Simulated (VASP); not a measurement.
Here is a VASP 6.6.1 calculation.

The input INCAR:

```
  PREC = Accurate
  ENCUT = 520
  EDIFF = 1E-7
  ISMEAR = 0
  SIGMA = 0.1
  LREAL = False
  LASPH = True
  NELM = 80
  ALGO = Normal
  ISIF = 2
  LWAVE = False
  LCHARG = False
  GGA = PE
  NBANDS = 20
```

The input KPOINTS:

```
regular mesh
0
Gamma
  6 6 4
```

Contents of POSCAR:

```
PbO2
1.0
    3.4092052734      0.0000000000      0.0000000000
   -1.7046026367      2.9524583735      0.0000000000
    0.0000000000      0.0000000000      5.4841308909
Pb O
1 2
Direct
    0.0000000000      0.0000000000      0.0000000000
    0.6666666667      0.3333333333      0.8056911249
    0.3333333333      0.6666666667      0.1943088751
```

Potentials or basis: VASP PAW PBE potentials, release 64 (Pb_d, O).

The run is started by

```bash
$ cat potpaw_PBE.64/Pb_d/POTCAR potpaw_PBE.64/O/POTCAR > POTCAR
$ mpirun -np 1 vasp_std > vasp.out
```

Question: Predict the band gap on the k mesh.

Answer: 0.95 eV (least direct gap 1.24 eV).

Question: Predict the largest force.

Answer: 0.022 eV/Å.

Question: Predict the pressure.

Answer: 0.4 GPa.

Stress tensor (GPa, compression positive):
```
 0.62  0.00  0.00
 0.00  0.62  0.00
 0.00  0.00 -0.05
```

Caveat: spin-orbit coupling is left out, which moves the levels of the heavy elements. A k mesh can miss the band edges.
